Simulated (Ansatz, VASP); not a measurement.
**CdO2 in VASP and in Ansatz**

INCAR

```
SYSTEM = CdO2
PREC = Accurate
ENCUT = 600
EDIFF = 1E-6
ISMEAR = -1
SIGMA = 0.1
LREAL = .False.
LASPH = .True.
NELM = 120
ALGO = Normal
ISIF = 2
LWAVE = .False.
LCHARG = .False.
GGA = PS
NBANDS = 19
GGA_COMPAT = .False.
```

KPOINTS

```
Automatic mesh
0
Gamma
  3 3 2
  0 0 0
```

Contents of POSCAR:

```
CdO2
1.0
    3.4762295800      0.0000000000      0.0000000000
   -1.7381147900      3.0105031257      0.0000000000
    0.0000000000      0.0000000000      4.1480760000
Cd O
1 2
Direct
    0.0000000000      0.0000000000      0.0000000000
    0.6666666667      0.3333333333      0.7557810000
    0.3333333333      0.6666666667      0.2442190000
```

Input for Ansatz:

```yaml
crystal:
  lattice:
    a: 3.47622958
    b: 3.47622958
    c: 4.148076
    alpha: 90.0
    beta: 90.0
    gamma: 120.0
  space_group: 164
  atoms:
    - { symbol: Cd, position: [0.0, 0.0, 0.0] }
    - { symbol: O, position: [0.6666666666666666, 0.3333333333333333, 0.755781] }
kpoints:
  mp_grid:
    grid: [3, 3, 2]
hamiltonian:
  xc: pbesol
scf:
  occupations:
    method: fermi_dirac
    width: 0.1
output:
  forces: true
  stress: true
```

Alike in both runs: task single point; functional PBEsol; k mesh 3 × 3 × 2; occupations fermi-dirac, width 0.1 eV; no spin polarisation.

|  | VASP | Ansatz |
| --- | --- | --- |
| version | VASP 6.6.1 | Ansatz 0.2.0 |
| potentials or method | VASP PAW PBE potentials, release 64 (Cd, O) | plane waves, PAW |
| plane-wave cutoff (eV) | 600 | 420 |
| valence electrons in the cell | 24 | 32 |

Ansatz gave:

| Item | Value |
| --- | --- |
| pressure (GPa) | -10.7 |
| traceless stress, the component that is largest in VASP (GPa) | 2.38 |
| rms of the force components (eV/Å) | 0.185 |

Estimate VASP's values.

pressure (GPa): -9.5; traceless stress, the component that is largest in VASP (GPa): 1.70; rms of the force components (eV/Å): 0.131.

VASP's potentials were made for PBE, not for PBEsol. Atom by atom the forces differ by 0.054 eV/Å (rms over components). The functional is the same, so the differences come from potentials, cutoffs and numerics. VASP's potentials hold 24 valence electrons a cell and Ansatz's 32, so a difference there can come from the potentials and not from the codes.

The k mesh is coarse, so the values compare programs but aren't converged.
